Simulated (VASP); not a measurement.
# KCl (P4/mmm) in VASP: further runs

KCl is run at these levels: PBE; tasks: single point.

All numbers are computed with VASP 6.6.1; they aren't measurements. Logs are shortened: lines on timing, memory, paths and dates and some standing lists are left out, and cuts for length are marked.

### 1 The cell of the first run

Symmetry: P4/mmm, No. 123, tetragonal system. The conventional cell has a = 3.634 Å, b = 3.634 Å, c = 3.743 Å, α = 90.00°, β = 90.00°, γ = 90.00°. K (site symmetry 4/mmm) has 8 Cl at 3.18 Å and 6 K at 3.63 to 3.74 Å within 4.2 Å. Within 4.2 Å of Cl (site symmetry 4/mmm) lie 8 K at 3.18 Å and 6 Cl at 3.63 to 3.74 Å.

### 2 Single point, PBE (zz strain of +3 %)

INCAR reads:

```
  PREC = Accurate
  ENCUT = 520
  EDIFF = 1E-6
  ISMEAR = -1
  SIGMA = 0.02
  LREAL = False
  LASPH = True
  NELM = 60
  ALGO = Normal
  ISIF = 2
  LWAVE = False
  LCHARG = True
  GGA = PE
  LELF = True
  LVHAR = True
  NBANDS = 15
```

KPOINTS reads:

```
regular mesh
0
Gamma
  7 7 7
```

POSCAR reads:

```
KCl
1.0
    3.6340000000      0.0000000000      0.0000000000
    0.0000000000      3.6340000000      0.0000000000
    0.0000000000      0.0000000000      3.7430200000
K Cl
1 1
Direct
    0.0000000000      0.0000000000      0.0000000000
    0.5000000000      0.5000000000      0.5000000000
```

Potentials or basis: VASP PAW PBE potentials, release 64 (K_sv, Cl).

On the command line:

```console
cat potpaw_PBE.64/K_sv/POTCAR potpaw_PBE.64/Cl/POTCAR > POTCAR
mpirun -np 1 vasp_std > vasp.out
```

OUTCAR:

```text
PREC = Accurate
   ENCUT = 520
   EDIFF = 1E-6
   ISMEAR = -1
   LREAL = False
   LASPH = True
   NELM = 60
   ISIF = 2
   GGA = PE

 ion  position               nearest neighbor table
   1  0.000  0.000  0.000-   2 3.18   2 3.18   2 3.18   2 3.18   2 3.18   2 3.18   2 3.18   2 3.18

   2  0.500  0.500  0.500-   1 3.18   1 3.18   1 3.18   1 3.18   1 3.18   1 3.18   1 3.18   1 3.18

  LATTYP: Found a simple tetragonal cell.
 ALAT       =     3.6340000000
 C/A-ratio  =     1.0300000000

  Lattice vectors:

 A1 = (   3.6340000000,   0.0000000000,   0.0000000000)
 A2 = (   0.0000000000,   3.6340000000,   0.0000000000)
 A3 = (   0.0000000000,   0.0000000000,   3.7430200000)

Analysis of symmetry for initial positions (statically):
=====================================================================
 Subroutine PRICEL returns:
 Original cell was already a primitive cell.

 Routine SETGRP: Setting up the symmetry group for a
 simple tetragonal supercell.

 Subroutine GETGRP returns: Found 16 space group operations
 (whereof 16 operations were pure point group operations)
 out of a pool of 16 trial point group operations.

The static configuration has the point symmetry D_4h.

Analysis of symmetry for dynamics (positions and initial velocities):
=====================================================================
 Subroutine PRICEL returns:
 Original cell was already a primitive cell.

 Routine SETGRP: Setting up the symmetry group for a
 simple tetragonal supercell.

 Subroutine GETGRP returns: Found 16 space group operations
 (whereof 16 operations were pure point group operations)
 out of a pool of 16 trial point group operations.

The dynamic configuration has the point symmetry D_4h.

 Subroutine INISYM returns: Found 16 space group operations
 (whereof 16 operations are pure point group operations),
 and found     1 'primitive' translations

----------------------------------------------------------------------------------------

                                     Primitive cell

  volume of cell :      49.4302

  direct lattice vectors                    reciprocal lattice vectors
     3.634000000  0.000000000  0.000000000     0.275178866  0.000000000  0.000000000
     0.000000000  3.634000000  0.000000000     0.000000000  0.275178866  0.000000000
     0.000000000  0.000000000  3.743020000     0.000000000  0.000000000  0.267163948

  length of vectors
[... 81 lines left out ...]
   NELM   =     60;   NELMIN=  2; NELMDL= -5     # of ELM steps
   EDIFF  = 0.1E-05   stopping-criterion for ELM
   LREAL  =      F    real-space projection
   EDIFFG = 0.1E-04   stopping-criterion for IOM
   NSW    =      0    number of steps for IOM
   IBRION =     -1    ionic relax: 0-MD 1-quasi-New 2-CG
   NFREE  =      0    steps in history (QN), initial steepest desc. (CG)
   ISIF   =      2    stress and relaxation
   ISYM   =      2    0-nonsym 1-usesym 2-fastsym
   POTIM  = 0.5000    time-step for ionic-motion
   TEBEG  =    0.0;   TEEND  =   0.0 temperature during run
   PSTRESS=    0.0 pullay stress
   NELECT =      16.0000    total number of electrons
   NUPDOWN=      -1.0000    fix difference up-down
   EMIN   =  10.00;   EMAX   =-10.00  energy-range for DOS
   EFERMI =   0.00;   METHOD = LEGACY
   ISMEAR =    -1;   SIGMA  =   0.02  broadening in eV -4-tet -1-fermi 0-gaus
   EFERMI_NEDOS =   21; number of points for ismear=-14 and -15
   IALGO  =     38    algorithm
   IMIX   =      4    mixing-type and parameters
     AMIX     =   0.40;   BMIX     =  1.00
     AMIX_MAG =   1.60;   BMIX_MAG =  1.00
  volume/ion in A,a.u.               =      24.72       166.79
  Fermi-wavevector in a.u.,A,eV,Ry     =   1.124046  2.124139 17.190687  1.263480
  Thomas-Fermi vector in A             =   2.260716
   LORBIT       =      0    0 simple, 1 ext, 2 COOP (PROOUT), +10 PAW based schemes
   GGA     = PE    functional components
[... 5 lines left out ...]
 non-spin polarized calculation
  energy-cutoff  :      520.00
  volume of cell :       49.43
 maximum number of plane-waves:      1346
 NGX is ok and might be reduce to    28
   NGX = 13   NGY = 13   NGZ = 13

 number of electron      15.9999999 magnetization

 Free energy of the ion-electron system (eV)
  ---------------------------------------------------
  ext. energy  EPLUGINS =         0.00000000
  ---------------------------------------------------
  free energy    TOTEN  =        -6.58187377 eV

  energy without entropy =       -6.58187377  energy(sigma->0) =       -6.58187377

 E-fermi :   0.4612     XC(G=0):  -8.6732

 val. band max:       -0.0811133070   @ k =   0.4286   0.0000   0.4286
 cond. band min:       5.2975832433   @ k =   0.0000   0.0000   0.0000
 fundamental gap:      5.3786965504
 Fermi energy:         0.4611583285

 k-point     1 :       0.0000    0.0000    0.0000
  band No.  band energies     occupation
      1     -27.9672      2.00000
      2     -12.9538      2.00000
      3     -11.3375      2.00000
      4     -11.3126      2.00000
      5     -11.3126      2.00000
      6      -0.4514      2.00000
      7      -0.2726      2.00000
      8      -0.2726      2.00000
      9       5.2976      0.00000
     10       6.2587      0.00000
     11       6.3738      0.00000
     12      10.8099      0.00000
     13      10.8099      0.00000
     14      11.0367      0.00000
[... 401 lines left out ...]
      2     -12.8865      2.00000
      3     -11.5255      2.00000
      4     -11.3711      2.00000
      5     -11.2445      2.00000
      6      -1.7839      2.00000
      7      -1.1513      2.00000
      8      -0.1616      2.00000
      9       6.8887      0.00000
     10       7.8051      0.00000
     11       9.4971      0.00000
     12       9.8780      0.00000
     13       9.8932      0.00000
     14      10.9188      0.00000
     15      12.5355      0.00000

 [... further k-points ...]
[... 5 lines left out ...]
  --------------------------------------------------------------------------------------
  -------------------------------------------------------------------------------------
  Total        1.2164314      1.2164314      0.7622439      0.0000000      0.0000000     -0.0000000
  in kB       39.4281327     39.4281327     24.7065739      0.0000000      0.0000000     -0.0000000
  external PRESSURE =      34.5209464 kB  Pullay stress =       0.0000000 kB

 VOLUME and BASIS-vectors are now :
 -----------------------------------------------------------------------------
  energy-cutoff  :      520.00
  volume of cell :       49.43
      direct lattice vectors                 reciprocal lattice vectors
     3.634000000  0.000000000  0.000000000     0.275178866  0.000000000  0.000000000
     0.000000000  3.634000000  0.000000000     0.000000000  0.275178866  0.000000000
     0.000000000  0.000000000  3.743020000     0.000000000  0.000000000  0.267163948

 POSITION                                       TOTAL-FORCE (eV/Angst)
 -----------------------------------------------------------------------------------
      0.00000      0.00000      0.00000         0.000000      0.000000      0.000000
      1.81700      1.81700      1.87151         0.000000      0.000000      0.000000
 -----------------------------------------------------------------------------------
    total drift:                               -0.000000      0.000000      0.000000

  FREE ENERGIE OF THE ION-ELECTRON SYSTEM (eV)
  ---------------------------------------------------
  free  energy   TOTEN  =        -6.5818737720 eV

  energy  without entropy=       -6.5818737720  energy(sigma->0) =       -6.58187377
```

stdout:

```text
POSCAR found type information on POSCAR K Cl
 POSCAR found :  2 types and       2 ions
 scaLAPACK will be used
 LDA part: xc-table for (Slater+PW92), standard interpolation
 POSCAR, INCAR and KPOINTS ok, starting setup
 FFT: planning ... GRIDC
 FFT: planning ... GRID_SOFT
 FFT: planning ... GRID
 WAVECAR not read
 entering main loop
```

Wall time 16 s (1 thread of Intel Xeon Platinum 8488C (Sapphire Rapids), shared host); peak memory 0.17 GiB.

Results:

- Free energy: -6.5819 eV
- Pressure: 3.5 GPa
- Band gap on the k mesh: 5.38 eV, indirect (least direct gap 5.57 eV)

Levels at points of the mesh, in eV from the valence-band top:
```csv
k point,band 5,band 6,band 7,band 8,band 9,band 10,band 11,band 12
"(0.00, 0.00, 0.00)",-11.23,-0.37,-0.19,-0.19,5.38,6.34,6.45,10.89
```

Caveat: the cell differs from its parent crystal (zz strain of +3 %).

### 3 Single point, PBE (equal xx and yy strain of +2 %)

INCAR reads:

```
PREC = Accurate
ENCUT = 520
EDIFF = 1E-6
ISMEAR = -1
SIGMA = 0.02
LREAL = False
LASPH = True
NELM = 100
ALGO = Normal
ISIF = 2
LWAVE = False
LCHARG = False
GGA = PE
NBANDS = 15
```

KPOINTS reads:

```
Automatic mesh
0
Gamma
  7 7 7
```

POSCAR reads:

```
KCl
1.0
    3.7066800000      0.0000000000      0.0000000000
    0.0000000000      3.7066800000      0.0000000000
    0.0000000000      0.0000000000      3.6340000000
K Cl
1 1
Direct
    0.0000000000      0.0000000000      0.0000000000
    0.5000000000      0.5000000000      0.5000000000
```

Potentials or basis: VASP PAW PBE potentials, release 64 (K_sv, Cl).

On the command line:

```console
cat potpaw_PBE.64/K_sv/POTCAR potpaw_PBE.64/Cl/POTCAR > POTCAR
mpirun -np 1 vasp_std > vasp.out
```

Wall time 14 s (1 thread of Intel Xeon Platinum 8488C (Sapphire Rapids), shared host); peak memory 0.17 GiB.

Results (log left out):

```yaml
Free_energy: -6.5947 eV
Pressure: 3.1 GPa
Band_gap_on_the_k_mesh: 5.32 eV, indirect (least direct gap 5.51 eV)
```

Stress tensor (GPa, compression positive):
```
2.79 0.00 0.00
0.00 2.79 0.00
0.00 0.00 3.77
```

Levels at points of the mesh, in eV from the valence-band top:
| k point | band 4 | band 5 | band 6 | band 7 | band 8 | band 9 | band 10 | band 11 | band 12 | band 13 |
| --- | --- | --- | --- | --- | --- | --- | --- | --- | --- | --- |
| (0.00, 0.00, 0.00) | -11.27 | -11.26 | -0.31 | -0.31 | -0.19 | 5.32 | 6.34 | 6.44 | 10.82 | 10.98 |

Caveat: the cell differs from its parent crystal (equal xx and yy strain of +2 %). A k mesh can miss the band edges.
